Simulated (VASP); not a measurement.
# SiO2 (P6_222) in VASP: a series of runs, part 2 of 2

VASP 6.6.1. Earlier steps stand in the parts before.

## 3. Single point, PBE

INCAR reads:

```
SYSTEM = SiO2
  PREC = Accurate
  ENCUT = 520
  EDIFF = 1E-7
  ISMEAR = -1
  SIGMA = 0.003
  LREAL = .FALSE.
  LASPH = .TRUE.
  NELM = 80
  ALGO = Normal
  ISIF = 2
  LWAVE = .FALSE.
  LCHARG = .FALSE.
  GGA = PE
  NBANDS = 34
```

KPOINTS reads:

```
regular mesh
0
G
  5 5 4
  0 0 0
```

POSCAR reads:

```
SiO2
1.0
    5.0100011800      0.0000000000      0.0000000000
   -2.5050005900      4.3387883000      0.0000000000
    0.0000000000      0.0000000000      5.4700000000
Si O
3 6
Direct
    0.5000000000      0.0000000000      0.0000000000
    0.5000000000      0.5000000000      0.3333333300
    0.0000000000      0.5000000000      0.6666666700
    0.4246000000      0.2123000000      0.1666666700
    0.2123000000      0.4246000000      0.5000000000
    0.7877000000      0.2123000000      0.8333333300
    0.5754000000      0.7877000000      0.1666666700
    0.7877000000      0.5754000000      0.5000000000
    0.2123000000      0.7877000000      0.8333333300
```

Potentials or basis: VASP PAW PBE potentials, release 64 (Si, O).

On the command line:

```bash
> cat potpaw_PBE.64/Si/POTCAR potpaw_PBE.64/O/POTCAR > POTCAR
> mpirun -np 1 vasp_std > vasp.out
```

OUTCAR:

```text
SYSTEM = SiO2
   PREC = Accurate
   ENCUT = 520
   EDIFF = 1E-7
   ISMEAR = -1
   LREAL = .FALSE.
   LASPH = .TRUE.
   NELM = 80
   ISIF = 2
   GGA = PE

 ion  position               nearest neighbor table
   1  0.500  0.000  0.000-   4 1.58   6 1.58   7 1.58   9 1.58   2 3.10   3 3.10   2 3.10   3 3.10

   2  0.500  0.500  0.333-   4 1.58   7 1.58   5 1.58   8 1.58   1 3.10   1 3.10   3 3.10   3 3.10

   3  0.000  0.500  0.667-   6 1.58   9 1.58   8 1.58   5 1.58   1 3.10   1 3.10   2 3.10   2 3.10

   4  0.425  0.212  0.167-   2 1.58   1 1.58
   5  0.212  0.425  0.500-   2 1.58   3 1.58
   6  0.788  0.212  0.833-   3 1.58   1 1.58
   7  0.575  0.788  0.167-   2 1.58   1 1.58
   8  0.788  0.575  0.500-   2 1.58   3 1.58
   9  0.212  0.788  0.833-   3 1.58   1 1.58

  LATTYP: Found a hexagonal cell.
 ALAT       =     5.0100011800
 C/A-ratio  =     1.0918161101

  Lattice vectors:

 A1 = (   5.0100011800,   0.0000000000,   0.0000000000)
 A2 = (  -2.5050005900,   4.3387883000,   0.0000000000)
 A3 = (   0.0000000000,   0.0000000000,   5.4700000000)

Analysis of symmetry for initial positions (statically):
=====================================================================
 Subroutine PRICEL returns:
 Original cell was already a primitive cell.

 Routine SETGRP: Setting up the symmetry group for a
 hexagonal supercell.

 Subroutine GETGRP returns: Found 12 space group operations
 (whereof  4 operations were pure point group operations)
 out of a pool of 24 trial point group operations.

The static configuration has the point symmetry D_2 .
 The point group associated with its full space group is D_6 .

Analysis of symmetry for dynamics (positions and initial velocities):
=====================================================================
 Subroutine PRICEL returns:
 Original cell was already a primitive cell.

 Routine SETGRP: Setting up the symmetry group for a
 hexagonal supercell.

 Subroutine GETGRP returns: Found 12 space group operations
 (whereof  4 operations were pure point group operations)
 out of a pool of 24 trial point group operations.

The dynamic configuration has the point symmetry D_2 .
 The point group associated with its full space group is D_6 .

 Subroutine INISYM returns: Found 12 space group operations
 (whereof  4 operations are pure point group operations),
 and found     1 'primitive' translations

----------------------------------------------------------------------------------------

                                     Primitive cell

  volume of cell :     118.9032

  direct lattice vectors                    reciprocal lattice vectors
     5.010001180  0.000000000  0.000000000     0.199600751  0.115239547  0.000000000
    -2.505000590  4.338788300  0.000000000     0.000000000  0.230479095  0.000000000
     0.000000000  0.000000000  5.470000000     0.000000000  0.000000000  0.182815356

  length of vectors
     5.010001180  5.010001184  5.470000000     0.230479095  0.230479095  0.182815356

[... 56 lines left out ...]
  0.000000  0.000000  0.250000      2.000000
  0.200000 -0.000000  0.250000     12.000000
  0.400000 -0.000000  0.250000     12.000000
  0.200000  0.200000  0.250000     12.000000
  0.400000  0.200000  0.250000     12.000000
  0.000000  0.000000  0.500000      1.000000
  0.200000 -0.000000  0.500000      6.000000
  0.400000 -0.000000  0.500000      6.000000
  0.200000  0.200000  0.500000      6.000000
  0.400000  0.200000  0.500000      6.000000
   k-points           NKPTS =     15   k-points in BZ     NKDIM =     15   number of bands    NBANDS=     34
   number of dos      NEDOS =    301   number of ions     NIONS =      9
   total plane-waves  NPLWV =  67200
   dimension x,y,z NGX =    40 NGY =   40 NGZ =   42
   dimension x,y,z NGXF=    80 NGYF=   80 NGZF=   84
   ions per type =               3   6
   NGX,Y,Z   is equivalent  to a cutoff of  13.27, 13.27, 12.76 a.u.
   NGXF,Y,Z  is equivalent  to a cutoff of  26.55, 26.55, 25.53 a.u.
 SYSTEM =  SiO2
   PREC   = accura    normal or accurate (medium, high low for compatibility)
   ISTART =      0    job   : 0-new  1-cont  2-samecut
   ICHARG =      2    charge: 1-file 2-atom 10-const
   ISPIN  =      1    spin polarized calculation?
   LNONCOLLINEAR =      F non collinear calculations
   LSORBIT =      F    spin-orbit coupling
   LASPH  =      T    aspherical Exc in radial PAW
   ENCUT  =  520.0 eV  38.22 Ry    6.18 a.u.   9.32  9.32 10.17*2*pi/ulx,y,z
   NELM   =     80;   NELMIN=  2; NELMDL= -5     # of ELM steps
   EDIFF  = 0.1E-06   stopping-criterion for ELM
   LREAL  =      F    real-space projection
   EDIFFG = 0.1E-05   stopping-criterion for IOM
   NSW    =      0    number of steps for IOM
   IBRION =     -1    ionic relax: 0-MD 1-quasi-New 2-CG
   NFREE  =      0    steps in history (QN), initial steepest desc. (CG)
   ISIF   =      2    stress and relaxation
   ISYM   =      2    0-nonsym 1-usesym 2-fastsym
   POTIM  = 0.5000    time-step for ionic-motion
   TEBEG  =    0.0;   TEEND  =   0.0 temperature during run
   PSTRESS=    0.0 pullay stress
   NELECT =      48.0000    total number of electrons
   NUPDOWN=      -1.0000    fix difference up-down
   EMIN   =  10.00;   EMAX   =-10.00  energy-range for DOS
   EFERMI =   0.00;   METHOD = LEGACY
   ISMEAR =    -1;   SIGMA  =   0.00  broadening in eV -4-tet -1-fermi 0-gaus
   EFERMI_NEDOS =   21; number of points for ismear=-14 and -15
   IALGO  =     38    algorithm
   IMIX   =      4    mixing-type and parameters
     AMIX     =   0.40;   BMIX     =  1.00
     AMIX_MAG =   1.60;   BMIX_MAG =  1.00
  volume/ion in A,a.u.               =      13.21        89.16
  Fermi-wavevector in a.u.,A,eV,Ry     =   1.209922  2.286421 19.917722  1.463911
  Thomas-Fermi vector in A             =   2.345485
   LORBIT       =      0    0 simple, 1 ext, 2 COOP (PROOUT), +10 PAW based schemes
   GGA     = PE    functional components
   LHFCALC =     F    Hartree Fock is set to
   AEXX    =    0.0000 exact exchange contribution
   IVDW    =     0    specifies the selected vdW correction
   LEPSILON=     F    determine dielectric tensor
   LRPA    =     F    only Hartree local field effects (RPA)
 non-spin polarized calculation
  energy-cutoff  :      520.00
  volume of cell :      118.90
 maximum number of plane-waves:      3248
 NGX is ok and might be reduce to    40
   NGX = 19   NGY = 19   NGZ = 21

 number of electron      48.0000040 magnetization

 Free energy of the ion-electron system (eV)
  ---------------------------------------------------
  ext. energy  EPLUGINS =         0.00000000
  ---------------------------------------------------
  free energy    TOTEN  =       -70.72279296 eV

  energy without entropy =      -70.72279296  energy(sigma->0) =      -70.72279296

 E-fermi :   0.9132     XC(G=0):  -8.8255

 val. band max:        0.7776890686   @ k =   0.0000   0.0000   0.5000
 cond. band min:       6.7275035809   @ k =   0.0000   0.0000   0.0000
 fundamental gap:      5.9498145123
 Fermi energy:         0.9131758635

 k-point     1 :       0.0000    0.0000    0.0000
  band No.  band energies     occupation
      1     -18.9050      2.00000
      2     -17.3650      2.00000
      3     -17.3650      2.00000
      4     -16.7928      2.00000
      5     -16.6411      2.00000
      6     -16.6411      2.00000
[... 544 lines left out ...]
     33      12.1638      0.00000
     34      12.6924      0.00000

------------------------ aborting loop because EDIFF is reached ----------------------------------------

  FORCE on cell =-STRESS in cart. coord.  units (eV):
  Direction    XX          YY          ZZ          XY          YZ          ZX
  --------------------------------------------------------------------------------------
  -------------------------------------------------------------------------------------
  Total       10.5089382     10.5089382     10.5101506      0.0000000     -0.0000000     -0.0000000
  in kB      141.6040928    141.6040931    141.6204291      0.0000000     -0.0000000     -0.0000000
  external PRESSURE =     141.6095383 kB  Pullay stress =       0.0000000 kB

 VOLUME and BASIS-vectors are now :
 -----------------------------------------------------------------------------
  energy-cutoff  :      520.00
  volume of cell :      118.90
      direct lattice vectors                 reciprocal lattice vectors
     5.010001180  0.000000000  0.000000000     0.199600751  0.115239547  0.000000000
    -2.505000590  4.338788300  0.000000000     0.000000000  0.230479095  0.000000000
     0.000000000  0.000000000  5.470000000     0.000000000  0.000000000  0.182815356

 POSITION                                       TOTAL-FORCE (eV/Angst)
 -----------------------------------------------------------------------------------
      2.50500      0.00000      0.00000        -0.000000      0.000000     -0.000000
      1.25250      2.16939      1.82333        -0.000000      0.000000     -0.000000
     -1.25250      2.16939      3.64667        -0.000000      0.000000     -0.000000
      1.59543      0.92112      0.91167        -0.730780     -0.421916      0.000000
      0.00000      1.84225      2.73500        -0.000000     -0.843832     -0.000000
      3.41457      0.92112      4.55833         0.730780     -0.421916      0.000000
      0.90957      3.41766      0.91167         0.730780      0.421916      0.000000
      2.50500      2.49654      2.73500        -0.000000      0.843832      0.000000
     -0.90957      3.41766      4.55833        -0.730780      0.421916     -0.000000
 -----------------------------------------------------------------------------------
    total drift:                                0.000000     -0.000000      0.000068

  FREE ENERGIE OF THE ION-ELECTRON SYSTEM (eV)
  ---------------------------------------------------
  free  energy   TOTEN  =       -70.7227929559 eV

  energy  without entropy=      -70.7227929559  energy(sigma->0) =      -70.72279296
```

It took 92 s on 1 thread of Intel Xeon 8259CL, shared host; peak memory 0.25 GiB.

Results:

```yaml
Free_energy: -70.7228 eV
Pressure: 14.2 GPa
Largest_force: 0.844 eV/Å
Band_gap_on_the_k_mesh: 5.95 eV (least direct gap 6.18 eV)
```

Forces on the atoms (eV/Å):
```
Si   0.000  0.000  0.000
Si   0.000  0.000  0.000
Si   0.000  0.000  0.000
O   -0.731 -0.422  0.000
O    0.000 -0.844  0.000
O    0.731 -0.422  0.000
O    0.731  0.422  0.000
O    0.000  0.844  0.000
O   -0.731  0.422  0.000
```

Caveat: the cell stands under pressure; an odd mesh through Γ misses points on the zone boundary, where band edges can lie.
